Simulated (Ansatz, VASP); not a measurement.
Two plane-wave programs on TiAl

Contents of INCAR:

```
PREC     = Accurate       # precision mode
ENCUT    = 520            # plane-wave cutoff, eV
EDIFF    = 1E-6           # SCF threshold, eV
ISMEAR   = 0              # smearing method
SIGMA    = 0.15           # smearing width, eV
LREAL    = False          # projectors in reciprocal space
LASPH    = True           # aspherical terms in the spheres
NELM     = 100            # most SCF steps
ALGO     = Fast           # electronic algorithm
ISIF     = 2              # what is computed and relaxed
LWAVE    = False          # write WAVECAR
LCHARG   = False          # write CHGCAR
GGA      = PS             # functional
NBANDS   = 14             # bands
```

File KPOINTS:

```
Automatic mesh
0
Gamma
  22 22 22
```

POSCAR

```
TiAl
1.0
    3.1055543010      0.0000000000      0.0000000000
    0.0000000000      3.1055543010      0.0000000000
    0.0000000000      0.0000000000      3.2608320160
Ti Al
1 1
Direct
    0.0000000000      0.0000000000      0.0000000000
    0.5000000000      0.5000000000      0.5000000000
```

Input for Ansatz:

```yaml
crystal:
  lattice:
    - [3.105554301, 0.0, 0.0]
    - [0.0, 3.105554301, 0.0]
    - [0.0, 0.0, 3.260832016]
  atoms:
    - { symbol: Ti, position: [0.0, 0.0, 0.0] }
    - { symbol: Al, position: [0.5, 0.5, 0.5] }
basis:
  ecutwfc: 420
kpoints:
  mp_grid: { grid: [22, 22, 22] }
hamiltonian:
  xc: pbesol
scf:
  occupations: { method: gaussian, width: 0.15 }
output:
  forces: true
  stress: true
  eigenvalues: true
```

Alike in both runs: task single point; functional PBEsol; k mesh 22 × 22 × 22; occupations gaussian, width 0.15 eV; no spin polarisation.

|  | VASP | Ansatz |
| --- | --- | --- |
| version | VASP 6.6.1 | Ansatz 0.2.0 |
| potentials or method | VASP PAW PBE potentials, release 64 (Ti_sv, Al), cutoff 520 eV | scalar-relativistic, plane waves, PAW |
| valence electrons in the cell | 15 | 15 |

VASP gave:

* gap on the k mesh at the Fermi level (eV): none
* pressure (GPa): 0.1
* traceless stress, the component that is largest in VASP (GPa): 2.53

**Question.** Which values does Ansatz return?

**Answer.** gap on the k mesh at the Fermi level (eV): none; pressure (GPa): 0.0; traceless stress, the component that is largest in VASP (GPa): 2.53.

VASP's potentials were made for PBE, not for PBEsol. A gap of «none» marks a metal or a gap that the smearing closes. The functional is the same, so the differences come from potentials, cutoffs and numerics.
